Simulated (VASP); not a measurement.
# TiB5 (F-43m) in VASP: notebook, part 2 of 2

VASP 6.6.1. The steps go on from the part before.

**3. Single point, PBE, collinear spin, ferromagnetic start**

This run uses another cell than the first one, of 7.46 Å³/atom, 0.900 times its volume.

Input file INCAR:

```
ALGO     = Normal         # electronic algorithm
EDIFF    = 1E-7           # SCF threshold, eV
ENCUT    = 520            # plane-wave cutoff, eV
GGA      = PE             # functional
ISIF     = 2              # what is computed and relaxed
ISMEAR   = 0              # smearing method
ISPIN    = 2              # spin polarisation
LASPH    = True           # aspherical terms in the spheres
LCHARG   = False          # write CHGCAR
LMAXMIX  = 4              # l up to which the mixer works
LORBIT   = 11             # projections on sites
LREAL    = False          # projectors in reciprocal space
LWAVE    = False          # write WAVECAR
MAGMOM   = 1 0 0 0 0 0    # initial moments
NBANDS   = 26             # bands
NELM     = 150            # most SCF steps
PREC     = Accurate       # precision mode
SIGMA    = 0.1            # smearing width, eV
```

Input file KPOINTS:

```
k-points
0
Gamma
  6 6 6
```

Input file POSCAR:

```
TiB5
1.0
    0.0000000000      2.8185619891      2.8185619891
    2.8185619891      0.0000000000      2.8185619891
    2.8185619891      2.8185619891      0.0000000000
Ti B
1 5
Direct
    0.0000000000      0.0000000000      0.0000000000
    0.7500000000      0.7500000000      0.7500000000
    0.3816076590      0.3816076590      0.8551770230
    0.3816076590      0.8551770230      0.3816076590
    0.3816076590      0.3816076590      0.3816076590
    0.8551770230      0.3816076590      0.3816076590
```

Potentials or basis: VASP PAW PBE potentials, release 64 (Ti_sv, B).

Launch:

```
$ cat potpaw_PBE.64/Ti_sv/POTCAR potpaw_PBE.64/B/POTCAR > POTCAR
$ mpirun -np 1 vasp_std > vasp.out
```

OUTCAR:

```text
EDIFF = 1E-7
   ENCUT = 520
   GGA = PE
   ISIF = 2
   ISMEAR = 0
   ISPIN = 2
   LASPH = True
   LORBIT = 11
   LREAL = False
   NELM = 150
   PREC = Accurate

 ion  position               nearest neighbor table
   1  0.000  0.000  0.000-   3 2.35   4 2.35   6 2.35   5 2.35   5 2.35   5 2.35   3 2.35   4 2.35
                             6 2.35   3 2.35   4 2.35   6 2.35   2 2.44   2 2.44   2 2.44   2 2.44
   2  0.750  0.750  0.750-   1 2.44   1 2.44   1 2.44   1 2.44
   3  0.382  0.382  0.855-   4 1.89   5 1.89   6 1.89   5 2.10   4 2.10   6 2.10   1 2.35   1 2.35
                             1 2.35
   4  0.382  0.855  0.382-   3 1.89   5 1.89   6 1.89   3 2.10   5 2.10   6 2.10   1 2.35   1 2.35
                             1 2.35
   5  0.382  0.382  0.382-   3 1.89   4 1.89   6 1.89   3 2.10   4 2.10   6 2.10   1 2.35   1 2.35
                             1 2.35
   6  0.855  0.382  0.382-   3 1.89   4 1.89   5 1.89   5 2.10   3 2.10   4 2.10   1 2.35   1 2.35
                             1 2.35

  LATTYP: Found a face centered cubic cell.
 ALAT       =     5.6371239782

  Lattice vectors:

 A1 = (   0.0000000000,   2.8185619891,   2.8185619891)
 A2 = (   2.8185619891,   0.0000000000,   2.8185619891)
 A3 = (   2.8185619891,   2.8185619891,   0.0000000000)

Analysis of symmetry for initial positions (statically):
=====================================================================
 Subroutine PRICEL returns:
 Original cell was already a primitive cell.

 Routine SETGRP: Setting up the symmetry group for a
 face centered cubic supercell.

 Subroutine GETGRP returns: Found 24 space group operations
 (whereof 24 operations were pure point group operations)
 out of a pool of 48 trial point group operations.

The static configuration has the point symmetry T_d .

Analysis of symmetry for dynamics (positions and initial velocities):
=====================================================================
 Subroutine PRICEL returns:
 Original cell was already a primitive cell.

 Routine SETGRP: Setting up the symmetry group for a
 face centered cubic supercell.
[... 181 lines left out ...]
      2     -22.7958      1.00000
      3     -22.7958      1.00000
      4     -22.7958      1.00000
      5      -5.9978      1.00000
      6       1.6353      1.00000
[... 437 lines left out ...]
     24      17.1598      0.00000
     25      18.2781      0.00000
 Fermi energy:         9.0882520250

 spin component 2

 k-point     1 :       0.0000    0.0000    0.0000
  band No.  band energies     occupation
      1     -46.4197      1.00000
      2     -22.7958      1.00000
      3     -22.7958      1.00000
      4     -22.7958      1.00000
      5      -5.9978      1.00000
      6       1.6353      1.00000
[... 437 lines left out ...]
     24      17.1598      0.00000
     25      18.2781      0.00000
 [bands above 25 left out]

------------------------ aborting loop because EDIFF is reached ----------------------------------------

  FORCE on cell =-STRESS in cart. coord.  units (eV):
  Direction    XX          YY          ZZ          XY          YZ          ZX
  --------------------------------------------------------------------------------------
  -------------------------------------------------------------------------------------
  Total       -0.0414169     -0.0414169     -0.0414169      0.0000000      0.0000000      0.0000000
  in kB       -1.4817531     -1.4817531     -1.4817531      0.0000000      0.0000000      0.0000000
  external PRESSURE =      -1.4817531 kB  Pullay stress =       0.0000000 kB

 VOLUME and BASIS-vectors are now :
 -----------------------------------------------------------------------------
  energy-cutoff  :      520.00
  volume of cell :       44.78
      direct lattice vectors                 reciprocal lattice vectors
     0.000000000  2.818561989  2.818561989    -0.177395424  0.177395424  0.177395424
     2.818561989  0.000000000  2.818561989     0.177395424 -0.177395424  0.177395424
     2.818561989  2.818561989  0.000000000     0.177395424  0.177395424 -0.177395424

 POSITION                                       TOTAL-FORCE (eV/Angst)
 -----------------------------------------------------------------------------------
      0.00000      0.00000      0.00000         0.000000      0.000000      0.000000
      4.22784      4.22784      4.22784         0.000000      0.000000      0.000000
      3.48595      3.48595      2.15117         0.001899      0.001899     -0.001899
      3.48595      2.15117      3.48595         0.001899     -0.001899      0.001899
      2.15117      2.15117      2.15117        -0.001899     -0.001899     -0.001899
      2.15117      3.48595      3.48595        -0.001899      0.001899      0.001899
 -----------------------------------------------------------------------------------
    total drift:                               -0.000000     -0.000000     -0.000000

  FREE ENERGIE OF THE ION-ELECTRON SYSTEM (eV)
  ---------------------------------------------------
  free  energy   TOTEN  =       -37.6113887747 eV

  energy  without entropy=      -37.5991013644  energy(sigma->0) =      -37.60524507

 total charge

# of ion       s       p       d       tot
------------------------------------------
    1        2.203   6.262   2.220  10.685
    2        0.731   0.799   0.000   1.529
    3        0.655   1.140   0.000   1.795
    4        0.655   1.140   0.000   1.795
    5        0.655   1.140   0.000   1.795
    6        0.655   1.140   0.000   1.795
--------------------------------------------------
tot          5.553  11.619   2.220  19.392

 magnetization (x)

# of ion       s       p       d       tot
------------------------------------------
    1       -0.000  -0.000   0.000   0.000
    2        0.000   0.000   0.000   0.000
    3       -0.000   0.000   0.000   0.000
    4       -0.000   0.000   0.000   0.000
    5       -0.000   0.000   0.000   0.000
    6       -0.000   0.000   0.000   0.000
--------------------------------------------------
tot         -0.000   0.000   0.000   0.000
```

Wall time 52 s (1 thread of Intel Xeon Platinum 8488C (Sapphire Rapids), shared host); peak memory 0.19 GiB.

Results:

```
Free energy                                           : -37.6114 eV
Pressure                                              : -0.1 GPa
Largest force                                         : 0.003 eV/Å
Net moment                                            : 0.00 μB per cell
Valence electrons inside the program's atomic spheres : Ti 10.69; B 1.53, 1.79
```

Forces in eV/Å, atoms in the order of the input:
```
Ti   0.000  0.000  0.000
B    0.000  0.000  0.000
B    0.002  0.002 -0.002
B    0.002 -0.002  0.002
B   -0.002 -0.002 -0.002
B   -0.002  0.002  0.002
```
